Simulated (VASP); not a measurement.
# Ir in VASP: single point with PBE

Aim: the single point of Ir with PBE.

Program: VASP 6.6.1. These are calculated values, not measurements. Logs are shortened: lines on timing, memory, paths and dates and some standing lists are left out, and cuts for length are marked.

## Step 1: The cell of the first run

The cell holds a slab with vacuum, 16 atoms: a = 5.431 Å, b = 5.431 Å, c = 19.651 Å, α = 90.00°, β = 90.00°, γ = 60.00°.

## Step 2: Single point, PBE

INCAR reads:

```
PREC = Accurate
ENCUT = 520
EDIFF = 1E-6
ISMEAR = -1
SIGMA = 0.05
LREAL = Auto
LASPH = T
NELM = 80
ALGO = Normal
ISIF = 2
LWAVE = F
LCHARG = F
GGA = PE
NBANDS = 86
```

KPOINTS reads:

```
Automatic mesh
0
Gamma
  3 3 1
```

POSCAR reads:

```
Ir
1.0
    5.4305798630      0.0000000000      0.0000000000
    2.7152899315      4.7030201186      0.0000000000
    0.0000000000      0.0000000000     19.6510750000
Ir
16
Direct
    0.0000000000      0.0000000000      0.0508878000
    0.5000000000      0.0000000000      0.0508878000
    0.0000000000      0.5000000000      0.0508878000
    0.5000000000      0.5000000000      0.0508878000
    0.1666666667      0.1666666667      0.1634913446
    0.6666666667      0.1666666667      0.1634913446
    0.1666666667      0.6666666667      0.1634913446
    0.6666666667      0.6666666667      0.1634913446
   -0.1666666667      0.3333333333      0.2752779719
    0.3333333333      0.3333333333      0.2752779719
   -0.1666666667      0.8333333333      0.2752779719
    0.3333333333      0.8333333333      0.2752779719
    0.0000000000      0.0000000000      0.3878728306
    0.5000000000      0.0000000000      0.3878728306
    0.0000000000      0.5000000000      0.3878728306
    0.5000000000      0.5000000000      0.3878728306
```

Potentials or basis: VASP PAW PBE potentials, release 64 (Ir).

On the command line:

```sh
> cat potpaw_PBE.64/Ir/POTCAR > POTCAR
> mpirun -np 1 vasp_std > vasp.out
```

OUTCAR:

```text
PREC = Accurate
   ENCUT = 520
   EDIFF = 1E-6
   ISMEAR = -1
   LREAL = Auto
   LASPH = T
   NELM = 80
   ISIF = 2
   GGA = PE

 ion  position               nearest neighbor table
   1  0.000  0.000  0.051-   7 2.71   6 2.71   5 2.71   3 2.72   3 2.72   4 2.72   4 2.72   2 2.72
                             2 2.72
   2  0.500  0.000  0.051-   8 2.71   5 2.71   6 2.71   4 2.72   3 2.72   4 2.72   3 2.72   1 2.72
                             1 2.72
   3  0.000  0.500  0.051-   5 2.71   8 2.71   7 2.71   1 2.72   1 2.72   2 2.72   2 2.72   4 2.72
                             4 2.72
   4  0.500  0.500  0.051-   6 2.71   7 2.71   8 2.71   2 2.72   1 2.72   2 2.72   1 2.72   3 2.72
                             3 2.72
   5  0.167  0.167  0.163-  10 2.70  12 2.70   9 2.70   3 2.71   2 2.71   1 2.71   7 2.72   7 2.72
                             8 2.72   8 2.72   6 2.72   6 2.72
   6  0.667  0.167  0.163-   9 2.70  11 2.70  10 2.70   4 2.71   1 2.71   2 2.71   8 2.72   7 2.72
                             8 2.72   7 2.72   5 2.72   5 2.72
   7  0.167  0.667  0.163-  12 2.70  10 2.70  11 2.70   1 2.71   4 2.71   3 2.71   5 2.72   5 2.72
                             6 2.72   6 2.72   8 2.72   8 2.72
   8  0.667  0.667  0.163-  11 2.70   9 2.70  12 2.70   2 2.71   3 2.71   4 2.71   6 2.72   5 2.72
                             6 2.72   5 2.72   7 2.72   7 2.72
   9  0.833  0.333  0.275-   6 2.70   8 2.70   5 2.70  13 2.71  16 2.71  15 2.71  11 2.72  11 2.72
                            12 2.72  12 2.72  10 2.72  10 2.72
  10  0.333  0.333  0.275-   5 2.70   7 2.70   6 2.70  14 2.71  15 2.71  16 2.71  12 2.72  11 2.72
                            12 2.72  11 2.72   9 2.72   9 2.72
  11  0.833  0.833  0.275-   8 2.70   6 2.70   7 2.70  15 2.71  14 2.71  13 2.71   9 2.72   9 2.72
                            10 2.72  10 2.72  12 2.72  12 2.72
[... 15 lines left out ...]
  Lattice vectors:

 A1 = (  -2.7152899315,  -4.7030201186,   0.0000000000)
 A2 = (   5.4305798630,   0.0000000000,   0.0000000000)
 A3 = (   0.0000000000,   0.0000000000,  19.6510750000)

Analysis of symmetry for initial positions (statically):
=====================================================================
 Subroutine PRICEL returns following result:

  LATTYP: Found a hexagonal cell.
 ALAT       =     2.7152899315
 C/A-ratio  =     7.2371921584

  Lattice vectors:

 A1 = (  -1.3576449657,  -2.3515100593,   0.0000000000)
 A2 = (   2.7152899315,   0.0000000000,   0.0000000000)
 A3 = (   0.0000000000,   0.0000000000,  19.6510750000)

   4 primitive cells build up your supercell.

 Routine SETGRP: Setting up the symmetry group for a
 hexagonal supercell.

 Subroutine GETGRP returns: Found 12 space group operations
 (whereof  6 operations were pure point group operations)
 out of a pool of 24 trial point group operations.

The static configuration has the point symmetry C_3v.
 The point group associated with its full space group is D_3d.

Analysis of symmetry for dynamics (positions and initial velocities):
=====================================================================
 Subroutine PRICEL returns following result:

  LATTYP: Found a hexagonal cell.
 ALAT       =     2.7152899315
 C/A-ratio  =     7.2371921584

  Lattice vectors:

 A1 = (  -1.3576449657,  -2.3515100593,   0.0000000000)
 A2 = (   2.7152899315,   0.0000000000,   0.0000000000)
 A3 = (   0.0000000000,   0.0000000000,  19.6510750000)

   4 primitive cells build up your supercell.

 Routine SETGRP: Setting up the symmetry group for a
 hexagonal supercell.

 Subroutine GETGRP returns: Found 12 space group operations
 (whereof  6 operations were pure point group operations)
 out of a pool of 24 trial point group operations.

The dynamic configuration has the point symmetry C_3v.
 The point group associated with its full space group is D_3d.

 Subroutine INISYM returns: Found 12 space group operations
 (whereof  6 operations are pure point group operations),
 and found     4 'primitive' translations

----------------------------------------------------------------------------------------

                                     Primitive cell

  volume of cell :     125.4727

  direct lattice vectors                    reciprocal lattice vectors
    -1.357644966 -2.351510059  0.000000000     0.000000000 -0.425258653  0.000000000
     2.715289931  0.000000000  0.000000000     0.368284797 -0.212629326  0.000000000
     0.000000000  0.000000000 19.651075000     0.000000000  0.000000000  0.050887801

  length of vectors
     2.715289931  2.715289931 19.651075000     0.425258653  0.425258653  0.050887801

  position of ions in fractional coordinates (direct lattice)
     0.000000000  0.000000000  0.050887800
     0.666666667  0.333333333  0.163491345
     0.333333333  0.666666667  0.275277972
     0.000000000  0.000000000  0.387872831

  ion indices of the primitive-cell ions
   primitive index   ion index
                 1           1
                 2           5
                 3          11
                 4          13

----------------------------------------------------------------------------------------

 KPOINTS: Automatic mesh

Automatic generation of k-mesh.
 Grid dimensions read from file:
 generate k-points for:    3    3    1

 Generating k-lattice:

  Cartesian coordinates                     Fractional coordinates (reciprocal lattice)
     0.061380799 -0.035438221  0.000000000     0.333333333  0.000000000  0.000000000
     0.000000000  0.070876442  0.000000000     0.000000000  0.333333333  0.000000000
     0.000000000  0.000000000  0.050887801     0.000000000  0.000000000  1.000000000

  Length of vectors
     0.070876442  0.070876442  0.050887801

  Shift w.r.t. Gamma in fractional coordinates (k-lattice)
     0.000000000  0.000000000  0.000000000

 Subroutine IBZKPT returns following result:
 ===========================================

 Found      3 irreducible k-points:

 Following reciprocal coordinates:
            Coordinates               Weight
  0.000000  0.000000  0.000000      1.000000
  0.333333 -0.000000  0.000000      6.000000
 -0.333333  0.333333  0.000000      2.000000
   k-points           NKPTS =      3   k-points in BZ     NKDIM =      3   number of bands    NBANDS=     86
   number of dos      NEDOS =    301   number of ions     NIONS =     16
   total plane-waves  NPLWV = 240000
   dimension x,y,z NGX =    40 NGY =   40 NGZ =  150
   dimension x,y,z NGXF=    80 NGYF=   80 NGZF=  300
   ions per type =              16
   NGX,Y,Z   is equivalent  to a cutoff of  12.25, 12.25, 12.69 a.u.
   NGXF,Y,Z  is equivalent  to a cutoff of  24.49, 24.49, 25.38 a.u.
 SYSTEM =  unknown system
   PREC   = accura    normal or accurate (medium, high low for compatibility)
   ISTART =      0    job   : 0-new  1-cont  2-samecut
   ICHARG =      2    charge: 1-file 2-atom 10-const
   ISPIN  =      1    spin polarized calculation?
   LNONCOLLINEAR =      F non collinear calculations
   LSORBIT =      F    spin-orbit coupling
   LASPH  =      T    aspherical Exc in radial PAW
   ENCUT  =  520.0 eV  38.22 Ry    6.18 a.u.  10.10 10.10 36.54*2*pi/ulx,y,z
   NELM   =     80;   NELMIN=  2; NELMDL= -5     # of ELM steps
   EDIFF  = 0.1E-05   stopping-criterion for ELM
   LREAL  =      T    real-space projection
   EDIFFG = 0.1E-04   stopping-criterion for IOM
   NSW    =      0    number of steps for IOM
   IBRION =     -1    ionic relax: 0-MD 1-quasi-New 2-CG
   NFREE  =      0    steps in history (QN), initial steepest desc. (CG)
   ISIF   =      2    stress and relaxation
   ISYM   =      2    0-nonsym 1-usesym 2-fastsym
   POTIM  = 0.5000    time-step for ionic-motion
   TEBEG  =    0.0;   TEEND  =   0.0 temperature during run
   PSTRESS=    0.0 pullay stress
   NELECT =     144.0000    total number of electrons
   NUPDOWN=      -1.0000    fix difference up-down
   EMIN   =  10.00;   EMAX   =-10.00  energy-range for DOS
   EFERMI =   0.00;   METHOD = LEGACY
   ISMEAR =    -1;   SIGMA  =   0.05  broadening in eV -4-tet -1-fermi 0-gaus
   EFERMI_NEDOS =   21; number of points for ismear=-14 and -15
   IALGO  =     38    algorithm
   IMIX   =      4    mixing-type and parameters
     AMIX     =   0.40;   BMIX     =  1.00
     AMIX_MAG =   1.60;   BMIX_MAG =  1.00
  volume/ion in A,a.u.               =      31.37       211.68
  Fermi-wavevector in a.u.,A,eV,Ry     =   1.079757  2.040444 15.862684  1.165874
  Thomas-Fermi vector in A             =   2.215730
   LORBIT       =      0    0 simple, 1 ext, 2 COOP (PROOUT), +10 PAW based schemes
   GGA     = PE    functional components
   LHFCALC =     F    Hartree Fock is set to
   AEXX    =    0.0000 exact exchange contribution
   IVDW    =     0    specifies the selected vdW correction
   LEPSILON=     F    determine dielectric tensor
   LRPA    =     F    only Hartree local field effects (RPA)
 non-spin polarized calculation
  energy-cutoff  :      520.00
  volume of cell :      501.89
 maximum number of plane-waves:     13536
   NGX = 21   NGY = 21   NGZ = 73

 number of electron     143.9999996 magnetization

 Free energy of the ion-electron system (eV)
  ---------------------------------------------------
  ext. energy  EPLUGINS =         0.00000000
  ---------------------------------------------------
  free energy    TOTEN  =      -133.88506027 eV

  energy without entropy =     -133.71311753  energy(sigma->0) =     -133.79908890

 E-fermi :   1.6912     XC(G=0):  -7.2866

 val. band max:        1.5217528092   @ k =  -0.3333   0.3333   0.0000
 cond. band min:       1.6931472886   @ k =   0.3333  -0.0000   0.0000
 fundamental gap:      0.1713944794
 Fermi energy:         1.6912365368

 k-point     1 :       0.0000    0.0000    0.0000
  band No.  band energies     occupation
      1      -8.7707      2.00000
      2      -7.3060      2.00000
      3      -6.1066      2.00000
      4      -6.0906      2.00000
      5      -5.8512      2.00000
      6      -5.8512      2.00000
[... 250 lines left out ...]
     83       2.1912      0.00009
     84       2.2353      0.00004
 [bands above 84 left out]

------------------------ aborting loop because EDIFF is reached ----------------------------------------

  FORCE on cell =-STRESS in cart. coord.  units (eV):
  Direction    XX          YY          ZZ          XY          YZ          ZX
  --------------------------------------------------------------------------------------
  -------------------------------------------------------------------------------------
  Total       -2.8845437     -2.8845437      1.1120210      0.0000000      0.0000000      0.0000000
  in kB       -9.2082765     -9.2082765      3.5498843      0.0000000      0.0000000      0.0000000
  external PRESSURE =      -4.9555562 kB  Pullay stress =       0.0000000 kB

 VOLUME and BASIS-vectors are now :
 -----------------------------------------------------------------------------
  energy-cutoff  :      520.00
  volume of cell :      501.89
      direct lattice vectors                 reciprocal lattice vectors
     5.430579863  0.000000000  0.000000000     0.184142398 -0.106314663  0.000000000
     2.715289932  4.703020119  0.000000000     0.000000000  0.212629326  0.000000000
     0.000000000  0.000000000 19.651075000     0.000000000  0.000000000  0.050887801

 POSITION                                       TOTAL-FORCE (eV/Angst)
 -----------------------------------------------------------------------------------
      0.00000      0.00000      1.00000        -0.000000      0.000000     -0.051726
      2.71529      0.00000      1.00000        -0.000000     -0.000000     -0.051726
      1.35764      2.35151      1.00000        -0.000000     -0.000000     -0.051726
      4.07293      2.35151      1.00000        -0.000000      0.000000     -0.051726
      1.35764      0.78384      3.21278         0.000000      0.000000      0.009645
      4.07293      0.78384      3.21278         0.000000      0.000000      0.009645
[... 8 lines left out ...]
      1.35764      2.35151      7.62212         0.000000      0.000000      0.051726
      4.07293      2.35151      7.62212         0.000000     -0.000000      0.051726
 -----------------------------------------------------------------------------------
    total drift:                                0.000000      0.000000     -0.317433

  FREE ENERGIE OF THE ION-ELECTRON SYSTEM (eV)
  ---------------------------------------------------
  free  energy   TOTEN  =      -133.8850602724 eV

  energy  without entropy=     -133.7131175296  energy(sigma->0) =     -133.79908890
```

Wall time 15 min (1 thread of Intel Xeon 8259CL, shared host); peak memory 0.54 GiB.

What came out:

- Free energy: -133.8851 eV
- Largest force: 0.052 eV/Å
- Band gap on the k mesh: zero (bands 72 and 73 overlap by 1.05 eV)

Forces in eV/Å, atoms in the order of the input:
```
Ir   0.000  0.000 -0.052
Ir   0.000  0.000 -0.052
Ir   0.000  0.000 -0.052
Ir   0.000  0.000 -0.052
Ir   0.000  0.000  0.010
Ir   0.000  0.000  0.010
Ir   0.000  0.000  0.010
Ir   0.000  0.000  0.010
Ir   0.000  0.000 -0.010
Ir   0.000  0.000 -0.010
Ir   0.000  0.000 -0.010
Ir   0.000  0.000 -0.010
Ir   0.000  0.000  0.052
Ir   0.000  0.000  0.052
Ir   0.000  0.000  0.052
Ir   0.000  0.000  0.052
```

Caveat: the k points lie up to 0.45 Å⁻¹ apart, too coarse for converged energies and pressures of a metal; spin-orbit coupling is left out, which moves the levels of the heavy elements.
